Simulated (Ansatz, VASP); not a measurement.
Cs in VASP and in Ansatz

```
Cs
1.0
     8.81625    0.00000    0.00000
    -4.40813    7.63510    0.00000
     0.00000    0.00000    5.24768
Cs
3
Direct
  0.00000 0.00000 0.00000
  0.33333 0.66667 0.50000
  0.66667 0.33333 0.50000
```

Alike in both runs: task single point; functional PBEsol; k mesh 5 × 5 × 7; occupations fermi-dirac, width 0.1 eV; no spin polarisation.

|  | VASP | Ansatz |
| --- | --- | --- |
| version | VASP 6.6.1 | Ansatz 0.2.0 |
| potentials or method | VASP PAW PBE potentials, release 64 (Cs_sv), cutoff 520 eV | plane waves (420 eV) with PAW, scalar-relativistic |
| valence electrons in the cell | 27 | 27 |

```csv
,VASP,Ansatz,Ansatz less VASP
pressure (GPa),-0.1,-0.1,+0.01
```

VASP's potentials were made for PBE, not for PBEsol, and Ansatz warns of the same on its side. The functional is the same, so the differences come from potentials, cutoffs and numerics.

Neither program's run includes spin-orbit coupling.
